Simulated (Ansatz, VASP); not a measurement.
Hg3O in VASP and in Ansatz

```
Hg O
1.0
     4.27733    0.00000    0.00000
     0.00000    4.27733    0.00000
     0.00000    0.00000    4.27733
Hg O
3 1
Direct
  0.00000 0.50000 0.50000
  0.50000 0.00000 0.50000
  0.50000 0.50000 0.00000
  0.00000 0.00000 0.00000
```

Alike in both runs: functional PBE; k mesh 12 × 12 × 12; occupations gaussian, width 0.1 eV; no spin polarisation.

Ansatz relaxed the structure, and its values are those at the end. VASP's run is a single point on that final structure, the one shown.

```csv
,VASP,Ansatz
version,VASP 6.6.1,Ansatz 0.2.0
potentials or method,"VASP PAW PBE potentials, release 64 (Hg, O), cutoff 520 eV","scalar-relativistic, plane waves, PAW"
valence electrons in the cell,42,66
```

VASP gave:

```
gap on the k mesh at the Fermi level (eV) : none
pressure (GPa)                            : 0.5
```

Task: Estimate Ansatz's values.

Result: gap on the k mesh at the Fermi level (eV): none; pressure (GPa): 0.0.

A gap of «none» marks a metal or a gap that the smearing closes. With one functional, cell and mesh, what is left measures potentials, basis and numerics. VASP's potentials hold 42 valence electrons a cell and Ansatz's 66, so a difference there can come from the potentials and not from the codes.

Neither program's run includes spin-orbit coupling.
